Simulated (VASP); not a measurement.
Runs of VASP 6.6.1 on InAs. The structure is that of space group F-43m (No. 216), or close to it. The cells are those of the table. 

```csv
task,cell,k mesh,k mesh for the DOS,occupations for the DOS,gap on the mesh (eV),pressure (GPa)
single point,"a = 4.291 Å, angles 60.0°, 2 atoms",10 × 10 × 10,-,-,none,3.3
single point,"a = 4.321 Å, angles 60.0°, 2 atoms",10 × 10 × 10,-,-,none,(a)
single point,"a = 4.315 Å, angles 60.0°, 2 atoms",10 × 10 × 10,-,-,none,2.2
single point,"a = 4.345 Å, angles 60.0°, 2 atoms",10 × 10 × 10,-,-,none,1.1
single point,"a = 4.374 Å, angles 60.0°, 2 atoms",12 × 12 × 12,-,-,none,0.0
single point,"a = 4.432 Å, angles 60.0°, 2 atoms",10 × 10 × 10,-,-,none,(b)
single point,"a = 4.403 Å, angles 60.0°, 2 atoms",10 × 10 × 10,-,-,none,-0.9
single point,"a = 4.374 Å, angles 60.0°, 2 atoms",10 × 10 × 10,-,-,none,0.0
```

Alike in all rows: level PBE; potentials or basis VASP PAW PBE potentials, release 64 (In_d, As); no spin polarisation; cutoff (eV) 520; smearing gaussian 0.05 eV.

Question: Fill in the values left out.

Answer: (a) 2.0; (b) -1.7.

Caveats: spin-orbit coupling is left out, which moves the levels of the heavy elements.

A k mesh can miss the band edges, and the runs leave out spin-orbit coupling on As, In.

A gap of «none» marks levels without a gap at the run's occupations.
